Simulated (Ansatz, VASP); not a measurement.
One calculation of Ag, two programs

```
Ag
1.0
    -1.65160    1.65160    1.65160
     1.65160   -1.65160    1.65160
     1.65160    1.65160   -1.65160
Ag
1
Direct
  0.00000 0.00000 0.00000
```

Alike in both runs: task relaxation of cell and atoms; functional PBE; k mesh 20 × 20 × 20; occupations fermi-dirac, width 0.15 eV; no spin polarisation.

```csv
,VASP,Ansatz
version,VASP 6.6.1,Ansatz 0.2.0
potentials or method,"VASP PAW PBE potentials, release 64 (Ag), cutoff 600 eV","scalar-relativistic, plane waves, PAW"
valence electrons in the cell,11,19
```

|  | VASP | Ansatz | Ansatz less VASP |
| --- | --- | --- | --- |
| gap on the k mesh at the Fermi level, each at its own relaxed structure (eV) | none | none | - |
| relaxed volume (Å³/atom) | 17.97 | 17.99 | +0.026 |
| relaxed cell length with the largest relative difference (Å) | 2.858 | 2.859 | +0.0014 |

A gap of «none» marks a metal or a gap that the smearing closes. VASP's potentials hold 11 valence electrons a cell and Ansatz's 19, so a difference there can come from the potentials and not from the codes.
